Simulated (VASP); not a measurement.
A run of VASP 6.6.1 is set up as follows.

Contents of INCAR:

```
SYSTEM = AlNi
  PREC = Accurate
  ENCUT = 520
  EDIFF = 1E-6
  ISMEAR = 0
  SIGMA = 0.15
  LREAL = .FALSE.
  LASPH = .TRUE.
  NELM = 100
  ALGO = Fast
  ISIF = 2
  LWAVE = .FALSE.
  LCHARG = .FALSE.
  GGA = PE
  NBANDS = 14
```

File KPOINTS:

```
regular mesh
0
G
  15 15 14
  0 0 0
```

Contents of POSCAR:

```
AlNi
1.0
    2.3256648924     -1.2427731077     -0.4228374901
    2.3917534067      1.3465306227     -0.1551244940
   -1.8646512189      0.3502206323      4.3061789639
Al Ni
1 1
Direct
    0.0028494701      0.0011804936     -0.0004122012
    0.4971505299      0.4988195064      0.5004122012
```

Potentials or basis: VASP PAW PBE potentials, release 64 (Al, Ni).

The run is started by

```bash
$ cat potpaw_PBE.64/Al/POTCAR potpaw_PBE.64/Ni/POTCAR > POTCAR
$ mpirun -np 1 vasp_std > vasp.out
```

Q: Estimate the pressure.

A: 4.6 GPa.

Q: Predict the band gap on the k mesh.

A: Zero (an odd number of electrons rules out a gap without spin polarisation).

Stress tensor (GPa, compression positive):
```
 8.58  3.97  8.83
 3.97  6.87  2.71
 8.83  2.71 -1.55
```

Caveat: the cell stands under pressure. Spin polarisation is off, so any magnetic state and its effect on volume and gap are missing.
